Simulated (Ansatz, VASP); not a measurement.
# Two plane-wave programs on AgCl

```
CELL_PARAMETERS angstrom
-0.09938 2.72927 2.72927
2.72927 -0.09938 2.72927
2.72927 2.72927 -0.09938
ATOMIC_POSITIONS crystal
Ag 0.00000 0.00000 0.00000
Cl 0.50000 0.50000 0.50000
```

Change from the starting cell: epitaxial_111 strain +2.0%.

Alike in both runs: task single point; functional r2SCAN; k mesh 8 × 8 × 8; no spin polarisation.

```csv
,VASP,Ansatz
version,VASP 6.6.1,Ansatz 0.2.0
potentials or method,"VASP PAW PBE potentials, release 64 (Ag, Cl)","plane waves, PAW"
plane-wave cutoff (eV),520,500
occupations,"gaussian, width 0.01 eV",fixed
valence electrons in the cell,18,26
```

```csv
,VASP,Ansatz,Ansatz less VASP
gap on the k mesh at the Fermi level (eV),1.38,1.43,+0.053
pressure (GPa),-0.4,-0.4,+0.08
"traceless stress, the component that is largest in VASP (GPa)",0.19,0.20,+0.007
```

VASP's potentials were made for PBE, not for r2SCAN. VASP's potentials hold 18 valence electrons a cell and Ansatz's 26, so a difference there can come from the potentials and not from the codes.
